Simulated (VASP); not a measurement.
# AlW3 (Pm-3m) in VASP: further runs, part 2 of 2

VASP 6.6.1.

**5. Single point, PBE**

This run uses another cell than the first one, of 15.87 Å³/atom, 1.034 times its volume.

File INCAR:

```
SYSTEM = AlW3
PREC     = Accurate       ! precision mode
ENCUT    = 520            ! plane-wave cutoff, eV
EDIFF    = 1E-6           ! SCF threshold, eV
ISMEAR   = 0              ! smearing method
SIGMA    = 0.1            ! smearing width, eV
LREAL    = .FALSE.        ! projectors in reciprocal space
LASPH    = .TRUE.         ! aspherical terms in the spheres
NELM     = 100            ! most SCF steps
ALGO     = Fast           ! electronic algorithm
ISIF     = 2              ! what is computed and relaxed
LWAVE    = .FALSE.        ! write WAVECAR
LCHARG   = .FALSE.        ! write CHGCAR
GGA      = PE             ! functional
NBANDS   = 30             ! bands
```

File KPOINTS:

```
Automatic mesh
0
G
  12 12 12
  0 0 0
```

File POSCAR:

```
AlW3
1.0
    3.9894341403      0.0000000000      0.0000000000
    0.0000000000      3.9894341403      0.0000000000
    0.0000000000      0.0000000000      3.9894341403
Al W
1 3
Direct
    0.0000000000      0.0000000000      0.0000000000
    0.5000000000      0.0000000000      0.5000000000
    0.0000000000      0.5000000000      0.5000000000
    0.5000000000      0.5000000000      0.0000000000
```

Potentials or basis: VASP PAW PBE potentials, release 64 (Al, W_sv).

Command:

```sh
$ cat potpaw_PBE.64/Al/POTCAR potpaw_PBE.64/W_sv/POTCAR > POTCAR
$ mpirun -np 1 vasp_std > vasp.out
```

OUTCAR:

```text
SYSTEM = AlW3
   PREC = Accurate
   ENCUT = 520
   EDIFF = 1E-6
   ISMEAR = 0
   LREAL = .FALSE.
   LASPH = .TRUE.
   NELM = 100
   ISIF = 2
   GGA = PE

 ion  position               nearest neighbor table
   1  0.000  0.000  0.000-   2 2.82   3 2.82   4 2.82   2 2.82   3 2.82   3 2.82   4 2.82   3 2.82
                             2 2.82   4 2.82   2 2.82   4 2.82
   2  0.500  0.000  0.500-   1 2.82   3 2.82   4 2.82   1 2.82   4 2.82   3 2.82   4 2.82   4 2.82
                             1 2.82   3 2.82   1 2.82   3 2.82
   3  0.000  0.500  0.500-   1 2.82   2 2.82   4 2.82   1 2.82   4 2.82   1 2.82   2 2.82   1 2.82
                             2 2.82   4 2.82   4 2.82   2 2.82
   4  0.500  0.500  0.000-   1 2.82   2 2.82   3 2.82   2 2.82   3 2.82   1 2.82   2 2.82   2 2.82
                             1 2.82   3 2.82   3 2.82   1 2.82

  LATTYP: Found a simple cubic cell.
 ALAT       =     3.9894341403

  Lattice vectors:

 A1 = (   3.9894341403,   0.0000000000,   0.0000000000)
 A2 = (   0.0000000000,   3.9894341403,   0.0000000000)
 A3 = (   0.0000000000,   0.0000000000,   3.9894341403)

Analysis of symmetry for initial positions (statically):
=====================================================================
 Subroutine PRICEL returns:
 Original cell was already a primitive cell.

 Routine SETGRP: Setting up the symmetry group for a
[... 179 lines left out ...]
 Fermi energy:        10.6283224182

 k-point     1 :       0.0000    0.0000    0.0000
  band No.  band energies     occupation
      1     -63.5473      2.00000
      2     -63.4253      2.00000
      3     -63.4253      2.00000
      4     -28.1368      2.00000
      5     -28.1368      2.00000
      6     -28.1368      2.00000
[... 781 lines left out ...]
     29      13.3208      0.00000
     30      15.7836      0.00000

 [... further k-points ...]

------------------------ aborting loop because EDIFF is reached ----------------------------------------

  FORCE on cell =-STRESS in cart. coord.  units (eV):
  Direction    XX          YY          ZZ          XY          YZ          ZX
  --------------------------------------------------------------------------------------
  -------------------------------------------------------------------------------------
  Total        0.1068265      0.1068265      0.1068265      0.0000000      0.0000000      0.0000000
  in kB        2.6956026      2.6956026      2.6956026      0.0000000      0.0000000      0.0000000
  external PRESSURE =       2.6956026 kB  Pullay stress =       0.0000000 kB

 VOLUME and BASIS-vectors are now :
 -----------------------------------------------------------------------------
  energy-cutoff  :      520.00
  volume of cell :       63.49
      direct lattice vectors                 reciprocal lattice vectors
     3.989434140  0.000000000  0.000000000     0.250662115  0.000000000  0.000000000
     0.000000000  3.989434140  0.000000000     0.000000000  0.250662115  0.000000000
     0.000000000  0.000000000  3.989434140     0.000000000  0.000000000  0.250662115

 POSITION                                       TOTAL-FORCE (eV/Angst)
 -----------------------------------------------------------------------------------
      0.00000      0.00000      0.00000         0.000000      0.000000      0.000000
      1.99472      0.00000      1.99472         0.000000      0.000000      0.000000
      0.00000      1.99472      1.99472         0.000000      0.000000      0.000000
      1.99472      1.99472      0.00000         0.000000      0.000000      0.000000
 -----------------------------------------------------------------------------------
    total drift:                                0.000000      0.000000     -0.000000

  FREE ENERGIE OF THE ION-ELECTRON SYSTEM (eV)
  ---------------------------------------------------
  free  energy   TOTEN  =       -41.8068666384 eV

  energy  without entropy=      -41.7946072160  energy(sigma->0) =      -41.80073693
```

OSZICAR:

```text
N       E                     dE             d eps       ncg     rms          rms(c)
DAV:   1     0.522659403205E+03    0.52266E+03   -0.25815E+04  5088   0.164E+03
DAV:   2    -0.198863609829E+02   -0.54255E+03   -0.52868E+03  5330   0.516E+02
DAV:   3    -0.434470163316E+02   -0.23561E+02   -0.22393E+02  6100   0.104E+02
DAV:   4    -0.439752738259E+02   -0.52826E+00   -0.52396E+00  5876   0.150E+01
DAV:   5    -0.439854101003E+02   -0.10136E-01   -0.10130E-01  5928   0.220E+00    0.334E+01
RMM:   6    -0.420751718096E+02    0.19102E+01   -0.37178E+00  5329   0.113E+01    0.128E+01
RMM:   7    -0.418277679476E+02    0.24740E+00   -0.20199E+00  5831   0.755E+00    0.117E+00
RMM:   8    -0.418054560651E+02    0.22312E-01   -0.16615E-01  6073   0.218E+00    0.886E-01
RMM:   9    -0.418065613848E+02   -0.11053E-02   -0.49275E-02  6669   0.116E+00    0.474E-01
RMM:  10    -0.418067347069E+02   -0.17332E-03   -0.65604E-03  6523   0.481E-01    0.105E-01
RMM:  11    -0.418068666135E+02   -0.13191E-03   -0.16496E-03  6690   0.236E-01    0.738E-02
RMM:  12    -0.418068623525E+02    0.42610E-05   -0.18455E-04  6393   0.900E-02    0.284E-02
RMM:  13    -0.418068652157E+02   -0.28632E-05   -0.59903E-05  7010   0.427E-02    0.955E-03
RMM:  14    -0.418068663800E+02   -0.11643E-05   -0.96593E-06  5900   0.184E-02    0.209E-02
RMM:  15    -0.418068666384E+02   -0.25845E-06   -0.10178E-06  3609   0.646E-03
   1 F= -.41806867E+02 E0= -.41800737E+02  d E =-.122594E-01
```

stdout:

```text
POSCAR found type information on POSCAR AlW
 POSCAR found :  2 types and       4 ions
 scaLAPACK will be used
 LDA part: xc-table for (Slater+PW92), standard interpolation
 POSCAR, INCAR and KPOINTS ok, starting setup
 FFT: planning ... GRIDC
 FFT: planning ... GRID_SOFT
 FFT: planning ... GRID
 WAVECAR not read
 entering main loop
```

It took 2.4 min on 1 thread of AMD EPYC 7R43 (Zen 3), shared host; peak memory 0.22 GiB.

What came out:

```yaml
Free_energy: -41.8069 eV
Pressure: 0.3 GPa
```

Caveat: spin-orbit coupling is left out, which moves the levels of the heavy elements.

**6. Relaxation of cell and atoms, PBE**

This run uses another cell than the first one, of 15.81 Å³/atom, 1.030 times its volume.

File INCAR:

```
SYSTEM = AlW3
PREC     = Accurate       ! precision mode
ENCUT    = 600            ! plane-wave cutoff, eV
EDIFF    = 1E-6           ! SCF threshold, eV
ISMEAR   = 0              ! smearing method
SIGMA    = 0.1            ! smearing width, eV
LREAL    = .FALSE.        ! projectors in reciprocal space
LASPH    = .TRUE.         ! aspherical terms in the spheres
NELM     = 60             ! most SCF steps
ALGO     = Fast           ! electronic algorithm
ISIF     = 3              ! what is computed and relaxed
LWAVE    = .FALSE.        ! write WAVECAR
LCHARG   = .FALSE.        ! write CHGCAR
GGA      = PE             ! functional
IBRION   = 2              ! ionic algorithm
NSW      = 100            ! ionic steps
EDIFFG   = -0.01          ! ionic threshold
```

File KPOINTS:

```
regular mesh
0
G
  12 12 12
  0 0 0
```

File POSCAR:

```
AlW3
1.0
    3.9844318425      0.0000000000      0.0000000000
    0.0000000000      3.9844318425      0.0000000000
    0.0000000000      0.0000000000      3.9844318425
Al W
1 3
Direct
    0.0000000000      0.0000000000      0.0000000000
    0.5000000000      0.0000000000      0.5000000000
    0.0000000000      0.5000000000      0.5000000000
    0.5000000000      0.5000000000      0.0000000000
```

Potentials or basis: VASP PAW PBE potentials, release 64 (Al, W_sv).

Command:

```sh
$ cat potpaw_PBE.64/Al/POTCAR potpaw_PBE.64/W_sv/POTCAR > POTCAR
$ mpirun -np 1 vasp_std > vasp.out
```

It took 4.8 min on 1 thread of AMD EPYC 7R43 (Zen 3), shared host; peak memory 0.26 GiB.

It converged, with:

```yaml
Free_energy: -41.8075 eV
Relaxed_volume: 15.89 Å³/atom
Relaxed_cell: a = 3.991 Å, b = 3.991 Å, c = 3.991 Å, α = 90.00°, β = 90.00°, γ = 90.00°
Space_group_after_relaxing_to_0.05_Å: Pm-3m (No. 221)
Energy_gained_by_relaxing: 0.3 meV/atom
Ionic_steps: 3
Pressure_after_relaxing: -0.1 GPa
```

Step by step:
| step | energy change (eV) | largest force (eV/Å) | pressure (GPa) | volume (Å³) |
| --- | --- | --- | --- | --- |
| 1 | 0.0000 | 0.0000 | 1.25 | 63.26 |
| 2 | 0.0069 | 0.0000 | -3.10 | 64.40 |
| 3 | -0.0012 | 0.0000 | -0.06 | 63.57 |

Final structure:
```
Al W
1.0
     3.99106    0.00000    0.00000
     0.00000    3.99106    0.00000
     0.00000    0.00000    3.99106
Al W
1 3
Cartesian
  0.0000 0.0000 0.0000
  1.9955 0.0000 1.9955
  0.0000 1.9955 1.9955
  1.9955 1.9955 0.0000
```

Levels at points of the mesh, in eV from the Fermi level:
```
           k point  band 21  band 22  band 23  band 24  band 25  band 26
(0.00, 0.00, 0.00)     0.35     0.35     0.59     0.59     0.59     3.07
(0.50, 0.00, 0.00)    -1.28    -0.83    -0.77     0.05     0.92     0.92
(0.50, 0.50, 0.00)    -1.15    -1.15    -0.46     0.37     0.37     0.42
(0.50, 0.50, 0.50)    -1.29    -1.29     0.26     0.26     0.26     0.35
```

Caveat: spin-orbit coupling is left out, which moves the levels of the heavy elements.

**7. The runs side by side**

| task | cell | k mesh | cutoff (eV) | gap on the mesh (eV) | pressure (GPa) | relaxed volume (Å³/atom) |
| --- | --- | --- | --- | --- | --- | --- |
| single point | a = 3.945 Å, 4 atoms | 4 × 4 × 4 | 520 | none | 8.0 | - |
| single point | a = 3.984 Å, 4 atoms | 4 × 4 × 4 | 520 | none | 0.2 | - |
| relaxation of cell and atoms | relaxed from a = 3.945 Å, 4 atoms | 4 × 4 × 4 | 600 | none | -0.2 | 15.85 |
| single point | a = 3.989 Å, 4 atoms | 12 × 12 × 12 | 520 | none | 0.3 | - |
| relaxation of cell and atoms | relaxed from a = 3.984 Å, 4 atoms | 12 × 12 × 12 | 600 | none | -0.1 | 15.89 |

Alike in all rows: level PBE; potentials or basis VASP PAW PBE potentials, release 64 (Al, W_sv); no spin polarisation; smearing gaussian 0.1 eV.

Caveats: some runs use coarse meshes; spin-orbit coupling is left out, which moves the levels of the heavy elements.

Total energies depend on the potentials used, so only differences within one code and one set of settings carry meaning.
